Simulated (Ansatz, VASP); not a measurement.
This is a calculation of HgTe for Ansatz 0.2.0.

Contents of input.yaml:

```yaml
crystal:
  lattice:
    - [0.0, 3.2010602164, 3.2010602164]
    - [3.2010602164, 0.0, 3.2010602164]
    - [3.2010602164, 3.2010602164, 0.0]
  atoms:
    - { symbol: Hg, position: [0.0, 0.0, 0.0] }
    - { symbol: Te, position: [0.5, 0.5, 0.5] }
hamiltonian:
  xc: r2scan
  pseudopotentials: { kind: paw }
kpoints:
  mp_grid: { grid: [7, 7, 7] }
scf:
  occupations: { method: fermi_dirac, width: 0.05 }
output:
  forces: true
  stress: true
  eigenvalues: true
```

Potentials or basis: Ansatz PAW.

Run with:

```console
$ ansatz run input.yaml --threads 2 --pin off --max-ram 5632MiB --backend cpu --events-out ev --progress --plain --runs-dir out
```

Task: Set up the same calculation for VASP 6.6.1. Potentials there: VASP PAW PBE potentials, release 64 (Hg, Te).

Result: As run (the cutoff follows the program's own potentials):

Contents of POSCAR:

```
HgTe
1.0
    0.0000000000      3.2010602164      3.2010602164
    3.2010602164      0.0000000000      3.2010602164
    3.2010602164      3.2010602164      0.0000000000
Hg Te
1 1
Direct
    0.0000000000      0.0000000000      0.0000000000
    0.5000000000      0.5000000000      0.5000000000
```

INCAR.step1

```
PREC = Accurate
ENCUT = 520
ISMEAR = -1
SIGMA = 0.05
LREAL = False
LASPH = True
NELM = 80
NBANDS = 16
GGA = PE
ALGO = Normal
EDIFF = 1E-4
LWAVE = True
LCHARG = False
```

Contents of INCAR.step2:

```
PREC = Accurate
ENCUT = 520
EDIFF = 1E-7
ISMEAR = -1
SIGMA = 0.05
LREAL = False
LASPH = True
NELM = 80
ALGO = Normal
ISIF = 2
LWAVE = False
LCHARG = False
METAGGA = R2SCAN
LMIXTAU = True
NBANDS = 16
ISTART = 1
```

The input KPOINTS:

```
Automatic mesh
0
Gamma
  7 7 7
```

Potentials or basis: VASP PAW PBE potentials, release 64 (Hg, Te).

Launch:

```bash
$ cat potpaw_PBE.64/Hg/POTCAR potpaw_PBE.64/Te/POTCAR > POTCAR
$ cp INCAR.step1 INCAR
$ mpirun -np 1 vasp_std > vasp.out
$ cp INCAR.step2 INCAR
$ mpirun -np 1 vasp_std > vasp.out
```

Both were run:

|  | VASP | Ansatz | Ansatz less VASP |
| --- | --- | --- | --- |
| gap on the k mesh at the Fermi level (eV) | none | none | - |
| pressure (GPa) | -5.3 | -5.4 | -0.07 |

VASP's potentials were made for PBE, not for r2SCAN. A gap of «none» marks a metal or a gap that the smearing closes. VASP's potentials hold 18 valence electrons a cell and Ansatz's 36, so a difference there can come from the potentials and not from the codes.

Neither program's run includes spin-orbit coupling.
